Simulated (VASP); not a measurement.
# BN (Fm-3m) in VASP: a series of runs

The runs below take BN through single point, with PBE.

Program: VASP 6.6.1. These are calculated values, not measurements. Logs are shortened: lines on timing, memory, paths and dates and some standing lists are left out, and cuts for length are marked.

**1. The cell of the first run**

The structure is cubic, space group Fm-3m (No. 225). Conventional cell: a = 3.492 Å, b = 3.492 Å, c = 3.492 Å, α = 90.00°, β = 90.00°, γ = 90.00°. B (site symmetry m-3m) has 6 N at 1.75 Å within 2.3 Å. N (site symmetry m-3m) has 6 B at 1.75 Å within 2.3 Å.

**2. Single point, PBE**

The input, INCAR:

```
PREC = Accurate
ENCUT = 520
EDIFF = 1E-7
ISMEAR = 0
SIGMA = 0.01
LREAL = False
LASPH = True
NELM = 100
ALGO = Normal
ISIF = 2
LWAVE = False
LCHARG = False
GGA = PE
NBANDS = 11
```

The input, KPOINTS:

```
Automatic mesh
0
Gamma
  8 8 8
```

The input, POSCAR:

```
BN
1.0
    0.0000000000      1.7458259401      1.7458259401
    1.7458259401      0.0000000000      1.7458259401
    1.7458259401      1.7458259401      0.0000000000
B N
1 1
Direct
    0.0000000000      0.0000000000      0.0000000000
    0.5000000000      0.5000000000      0.5000000000
```

Potentials or basis: VASP PAW PBE potentials, release 64 (B, N).

Started as:

```sh
cat potpaw_PBE.64/B/POTCAR potpaw_PBE.64/N/POTCAR > POTCAR
mpirun -np 1 vasp_std > vasp.out
```

OUTCAR:

```text
PREC = Accurate
   ENCUT = 520
   EDIFF = 1E-7
   ISMEAR = 0
   LREAL = False
   LASPH = True
   NELM = 100
   ISIF = 2
   GGA = PE

 ion  position               nearest neighbor table
   1  0.000  0.000  0.000-   2 1.75   2 1.75   2 1.75   2 1.75   2 1.75   2 1.75
   2  0.500  0.500  0.500-   1 1.75   1 1.75   1 1.75   1 1.75   1 1.75   1 1.75

  LATTYP: Found a face centered cubic cell.
 ALAT       =     3.4916518802

  Lattice vectors:

 A1 = (   0.0000000000,   1.7458259401,   1.7458259401)
 A2 = (   1.7458259401,   0.0000000000,   1.7458259401)
 A3 = (   1.7458259401,   1.7458259401,   0.0000000000)

Analysis of symmetry for initial positions (statically):
=====================================================================
 Subroutine PRICEL returns:
 Original cell was already a primitive cell.

 Routine SETGRP: Setting up the symmetry group for a
 face centered cubic supercell.

 Subroutine GETGRP returns: Found 48 space group operations
 (whereof 48 operations were pure point group operations)
 out of a pool of 48 trial point group operations.

The static configuration has the point symmetry O_h .

Analysis of symmetry for dynamics (positions and initial velocities):
=====================================================================
 Subroutine PRICEL returns:
 Original cell was already a primitive cell.

 Routine SETGRP: Setting up the symmetry group for a
 face centered cubic supercell.

 Subroutine GETGRP returns: Found 48 space group operations
 (whereof 48 operations were pure point group operations)
 out of a pool of 48 trial point group operations.

The dynamic configuration has the point symmetry O_h .

 Subroutine INISYM returns: Found 48 space group operations
 (whereof 48 operations are pure point group operations),
 and found     1 'primitive' translations

----------------------------------------------------------------------------------------

                                     Primitive cell

  volume of cell :      10.6422

  direct lattice vectors                    reciprocal lattice vectors
     0.000000000  1.745825940  1.745825940    -0.286397394  0.286397394  0.286397394
     1.745825940  0.000000000  1.745825940     0.286397394 -0.286397394  0.286397394
     1.745825940  1.745825940  0.000000000     0.286397394  0.286397394 -0.286397394

  length of vectors
     2.468970722  2.468970722  2.468970722     0.496054838  0.496054838  0.496054838

  position of ions in fractional coordinates (direct lattice)
     0.000000000  0.000000000  0.000000000
     0.500000000  0.500000000  0.500000000

  ion indices of the primitive-cell ions
   primitive index   ion index
                 1           1
                 2           2

----------------------------------------------------------------------------------------

 KPOINTS: Automatic mesh

Automatic generation of k-mesh.
 Grid dimensions read from file:
 generate k-points for:    8    8    8

 Generating k-lattice:

  Cartesian coordinates                     Fractional coordinates (reciprocal lattice)
    -0.035799674  0.035799674  0.035799674     0.125000000  0.000000000  0.000000000
     0.035799674 -0.035799674  0.035799674     0.000000000  0.125000000  0.000000000
     0.035799674  0.035799674 -0.035799674     0.000000000  0.000000000  0.125000000

  Length of vectors
     0.062006855  0.062006855  0.062006855

  Shift w.r.t. Gamma in fractional coordinates (k-lattice)
     0.000000000  0.000000000  0.000000000

 Subroutine IBZKPT returns following result:
 ===========================================

 Found     29 irreducible k-points:

 Following reciprocal coordinates:
            Coordinates               Weight
  0.000000  0.000000  0.000000      1.000000
  0.125000  0.000000  0.000000      8.000000
  0.250000  0.000000  0.000000      8.000000
  0.375000  0.000000  0.000000      8.000000
  0.500000  0.000000  0.000000      4.000000
  0.125000  0.125000  0.000000      6.000000
[... 16 lines left out ...]
  0.500000  0.250000  0.125000     48.000000
 -0.375000  0.250000  0.125000     24.000000
 [... further k-points ...]
   k-points           NKPTS =     29   k-points in BZ     NKDIM =     29   number of bands    NBANDS=     11
   number of dos      NEDOS =    301   number of ions     NIONS =      2
   total plane-waves  NPLWV =   5832
   dimension x,y,z NGX =    18 NGY =   18 NGZ =   18
   dimension x,y,z NGXF=    36 NGYF=   36 NGZF=   36
   ions per type =               1   1
   NGX,Y,Z   is equivalent  to a cutoff of  12.12, 12.12, 12.12 a.u.
   NGXF,Y,Z  is equivalent  to a cutoff of  24.24, 24.24, 24.24 a.u.
 SYSTEM =  unknown system
   PREC   = accura    normal or accurate (medium, high low for compatibility)
   ISTART =      0    job   : 0-new  1-cont  2-samecut
   ICHARG =      2    charge: 1-file 2-atom 10-const
   ISPIN  =      1    spin polarized calculation?
   LNONCOLLINEAR =      F non collinear calculations
   LSORBIT =      F    spin-orbit coupling
   LASPH  =      T    aspherical Exc in radial PAW
   ENCUT  =  520.0 eV  38.22 Ry    6.18 a.u.   4.59  4.59  4.59*2*pi/ulx,y,z
   NELM   =    100;   NELMIN=  2; NELMDL= -5     # of ELM steps
   EDIFF  = 0.1E-06   stopping-criterion for ELM
   LREAL  =      F    real-space projection
   EDIFFG = 0.1E-05   stopping-criterion for IOM
   NSW    =      0    number of steps for IOM
   IBRION =     -1    ionic relax: 0-MD 1-quasi-New 2-CG
   NFREE  =      0    steps in history (QN), initial steepest desc. (CG)
   ISIF   =      2    stress and relaxation
   ISYM   =      2    0-nonsym 1-usesym 2-fastsym
   POTIM  = 0.5000    time-step for ionic-motion
   TEBEG  =    0.0;   TEEND  =   0.0 temperature during run
   PSTRESS=    0.0 pullay stress
   NELECT =       8.0000    total number of electrons
   NUPDOWN=      -1.0000    fix difference up-down
   EMIN   =  10.00;   EMAX   =-10.00  energy-range for DOS
   EFERMI =   0.00;   METHOD = LEGACY
   ISMEAR =     0;   SIGMA  =   0.01  broadening in eV -4-tet -1-fermi 0-gaus
   EFERMI_NEDOS =   21; number of points for ismear=-14 and -15
   IALGO  =     38    algorithm
   IMIX   =      4    mixing-type and parameters
     AMIX     =   0.40;   BMIX     =  1.00
     AMIX_MAG =   1.60;   BMIX_MAG =  1.00
  volume/ion in A,a.u.               =       5.32        35.91
  Fermi-wavevector in a.u.,A,eV,Ry     =   1.488540  2.812933 30.147133  2.215752
  Thomas-Fermi vector in A             =   2.601562
   LORBIT       =      0    0 simple, 1 ext, 2 COOP (PROOUT), +10 PAW based schemes
   GGA     = PE    functional components
   LHFCALC =     F    Hartree Fock is set to
   AEXX    =    0.0000 exact exchange contribution
   IVDW    =     0    specifies the selected vdW correction
   LEPSILON=     F    determine dielectric tensor
   LRPA    =     F    only Hartree local field effects (RPA)
 non-spin polarized calculation
 Gauss-broadening in eV      SIGMA  =   0.01
  energy-cutoff  :      520.00
  volume of cell :       10.64
 maximum number of plane-waves:       302
   NGX =  9   NGY =  9   NGZ =  9

 number of electron       7.9999998 magnetization

 Free energy of the ion-electron system (eV)
  ---------------------------------------------------
  ext. energy  EPLUGINS =         0.00000000
  ---------------------------------------------------
  free energy    TOTEN  =       -13.94127583 eV

  energy without entropy =      -13.94127583  energy(sigma->0) =      -13.94127583

 E-fermi :  10.3832     XC(G=0): -13.7600

 val. band max:       10.3200186739   @ k =  -0.2500   0.1250   0.0000
 cond. band min:      11.6526985606   @ k =   0.5000   0.5000   0.0000
 fundamental gap:      1.3326798867
 Fermi energy:        10.3831541391

 k-point     1 :       0.0000    0.0000    0.0000
  band No.  band energies     occupation
      1     -12.1036      2.00000
      2       9.5265      2.00000
      3       9.5265      2.00000
      4       9.5265      2.00000
      5      19.6305      0.00000
      6      22.4959      0.00000
      7      22.4959      0.00000
      8      22.4959      0.00000
      9      28.9943      0.00000
     10      28.9943      0.00000
     11      28.9943      0.00000

 k-point     2 :       0.1250    0.0000    0.0000
  band No.  band energies     occupation
      1     -11.6649      2.00000
      2       7.7502      2.00000
      3       9.4974      2.00000
      4       9.4974      2.00000
      5      19.9296      0.00000
      6      21.1190      0.00000
      7      21.1190      0.00000
      8      22.3441      0.00000
      9      28.0988      0.00000
     10      30.0864      0.00000
     11      30.0864      0.00000

 k-point     3 :       0.2500    0.0000    0.0000
  band No.  band energies     occupation
      1     -10.3773      2.00000
      2       3.9625      2.00000
      3       9.5034      2.00000
      4       9.5034      2.00000
      5      18.5586      0.00000
      6      18.5586      0.00000
      7      19.0708      0.00000
      8      23.1521      0.00000
      9      28.7660      0.00000
     10      33.0912      0.00000
     11      33.0912      0.00000

 k-point     4 :       0.3750    0.0000    0.0000
  band No.  band energies     occupation
      1      -8.4051      2.00000
      2       0.0292      2.00000
      3       9.6475      2.00000
      4       9.6475      2.00000
      5      16.4484      0.00000
      6      16.4484      0.00000
      7      18.0457      0.00000
      8      23.9051      0.00000
      9      31.1552      0.00000
     10      37.6196      0.00000
     11      37.6196      0.00000
[... 239 lines left out ...]
 k-point    22 :       0.3750    0.2500    0.1250
  band No.  band energies     occupation
      1      -9.2316      2.00000
      2       4.1625      2.00000
      3       5.4791      2.00000
      4       8.8342      2.00000
      5      15.1786      0.00000
      6      19.9087      0.00000
      7      22.6691      0.00000
      8      23.0961      0.00000
      9      25.8345      0.00000
     10      36.2107      0.00000
     11      39.4171      0.00000

 k-point    23 :       0.5000    0.2500    0.1250
  band No.  band energies     occupation
      1      -7.2870      2.00000
      2       0.9358      2.00000
      3       4.7927      2.00000
      4       7.6359      2.00000
      5      15.6324      0.00000
      6      18.3074      0.00000
      7      22.2298      0.00000
      8      24.5121      0.00000
      9      28.1491      0.00000
     10      37.3407      0.00000
     11      39.5439      0.00000

 k-point    24 :      -0.3750    0.2500    0.1250
  band No.  band energies     occupation
      1      -5.8182      2.00000
      2      -1.1643      2.00000
      3       4.8875      2.00000
      4       6.8765      2.00000
      5      16.5410      0.00000
      6      17.0981      0.00000
      7      21.9486      0.00000
      8      25.1196      0.00000
      9      31.4076      0.00000
     10      33.1878      0.00000
     11      43.1036      0.00000

 [... further k-points ...]
[... 5 lines left out ...]
  --------------------------------------------------------------------------------------
  -------------------------------------------------------------------------------------
  Total        0.2542701      0.2542701      0.2542701     -0.0000000      0.0000000     -0.0000000
  in kB       38.2800933     38.2800933     38.2800933     -0.0000000      0.0000000     -0.0000000
  external PRESSURE =      38.2800933 kB  Pullay stress =       0.0000000 kB

 VOLUME and BASIS-vectors are now :
 -----------------------------------------------------------------------------
  energy-cutoff  :      520.00
  volume of cell :       10.64
      direct lattice vectors                 reciprocal lattice vectors
     0.000000000  1.745825940  1.745825940    -0.286397394  0.286397394  0.286397394
     1.745825940  0.000000000  1.745825940     0.286397394 -0.286397394  0.286397394
     1.745825940  1.745825940  0.000000000     0.286397394  0.286397394 -0.286397394

 POSITION                                       TOTAL-FORCE (eV/Angst)
 -----------------------------------------------------------------------------------
      0.00000      0.00000      0.00000         0.000000      0.000000      0.000000
      1.74583      1.74583      1.74583        -0.000000     -0.000000     -0.000000
 -----------------------------------------------------------------------------------
    total drift:                               -0.000000     -0.000000     -0.000000

  FREE ENERGIE OF THE ION-ELECTRON SYSTEM (eV)
  ---------------------------------------------------
  free  energy   TOTEN  =       -13.9412758334 eV

  energy  without entropy=      -13.9412758334  energy(sigma->0) =      -13.94127583
```

Wall time 4 s (1 thread of Intel Xeon Platinum 8259CL at 2.50GHz (Skylake/Cascade Lake), shared host); peak memory 0.11 GiB.

What came out:

```
Free energy            : -13.9413 eV
Pressure               : 3.8 GPa
Band gap on the k mesh : 1.33 eV, indirect (least direct gap 5.85 eV)
```

A k mesh can miss the band edges.

**3. Single point, PBE (strain -4.0%)**

The input, INCAR:

```
SYSTEM = BN
PREC = Accurate
ENCUT = 520
EDIFF = 1E-6
ISMEAR = 0
SIGMA = 0.01
LREAL = .False.
LASPH = .True.
NELM = 80
ALGO = Normal
ISIF = 2
LWAVE = .False.
LCHARG = .False.
GGA = PE
NBANDS = 11
```

The input, KPOINTS:

```
regular mesh
0
Gamma
  8 8 8
  0 0 0
```

The input, POSCAR:

```
BN
1.0
    0.0000000000      1.6759929025      1.6759929025
    1.6759929025      0.0000000000      1.6759929025
    1.6759929025      1.6759929025      0.0000000000
B N
1 1
Direct
    0.0000000000      0.0000000000      0.0000000000
    0.5000000000      0.5000000000      0.5000000000
```

Potentials or basis: VASP PAW PBE potentials, release 64 (B, N).

Started as:

```sh
cat potpaw_PBE.64/B/POTCAR potpaw_PBE.64/N/POTCAR > POTCAR
mpirun -np 1 vasp_std > vasp.out
```

It took 3.8 s on 1 thread of Intel Xeon Platinum 8259CL at 2.50GHz (Skylake/Cascade Lake), shared host; peak memory 0.11 GiB.

The run converged. Its results:

```yaml
Free_energy: -13.6961 eV
Pressure: 65.3 GPa
Band_gap_on_the_k_mesh: 2.34 eV, indirect (least direct gap 6.29 eV)
```

Levels at points of the mesh, in eV from the valence-band top:
| k point | band 1 | band 2 | band 3 | band 4 | band 5 | band 6 | band 7 | band 8 | band 9 |
| --- | --- | --- | --- | --- | --- | --- | --- | --- | --- |
| (0.00, 0.00, 0.00) | -24.16 | -0.84 | -0.84 | -0.84 | 12.10 | 13.51 | 13.51 | 13.51 | 19.41 |
| (0.50, 0.00, 0.00) | -18.36 | -13.73 | -0.65 | -0.65 | 5.65 | 5.65 | 8.63 | 16.12 | 24.44 |
| (0.50, 0.50, 0.00) | -14.91 | -13.28 | -6.25 | -6.25 | 2.34 | 8.76 | 16.53 | 16.53 | 18.46 |

Caveat: the cell differs from its parent crystal (strain -4.0%).
